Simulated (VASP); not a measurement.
A run of VASP 6.6.1:

File INCAR:

```
SYSTEM = MgAl6N8
PREC = Accurate
ENCUT = 520
EDIFF = 1E-7
ISMEAR = -1
SIGMA = 0.05
LREAL = Auto
LASPH = .True.
NELM = 60
ALGO = Normal
ISIF = 2
LWAVE = .False.
LCHARG = .True.
GGA = PE
LELF = .True.
LVHAR = .True.
NBANDS = 43
```

The input KPOINTS:

```
Automatic mesh
0
Gamma
  2 2 2
  0 0 0
```

POSCAR

```
MgAl6N8
1.0
   -3.1100000000     -5.3866780000      0.0000000000
    4.6650000000     -2.6933390000      0.0000000000
    0.0000000000      0.0000000000      4.9800000000
Al N Mg
6 8 1
Direct
    0.5033759938      0.6826283689     -0.0248016064
    0.2227947630      0.1114458120      0.0323588353
    0.2362113657      0.8391949298      0.4943253012
    0.0212271523      0.6539092055      0.0013684739
   -0.0104679916      0.3903581020      0.5687865462
    0.7695947401      0.8194683048      0.4903457831
    0.5013565399      0.8293140062      0.3252361446
    0.4047389618      0.3586182575      0.9092781124
    0.1166016365      0.1329262785      0.3695142570
    0.2516616775      0.8345000679      0.8542648594
    0.0099331712      0.6579863156      0.3578610442
    0.1524102956      0.3826160813      0.8652674699
    0.8606442075      0.1343855274      0.4019445783
    0.7693635446      0.6580067790      0.8146953815
    0.5518373879      0.2521638320      0.3532180723
```

Potentials or basis: VASP PAW PBE potentials, release 64 (Al, N, Mg).

Command:

```bash
$ cat potpaw_PBE.64/Al/POTCAR potpaw_PBE.64/N/POTCAR potpaw_PBE.64/Mg/POTCAR > POTCAR
$ mpirun -np 1 vasp_std > vasp.out
```

Hardware: 1 thread of Intel(R) Xeon(R) 6975P-C (Granite Rapids) (shared host).

Problem. How long does it take, and how much memory?

Solution. It took 68 s on 1 thread of Intel(R) Xeon(R) 6975P-C (Granite Rapids) (shared host), peak memory 0.27 GiB. Counts: scf iterations 18, k points 8.
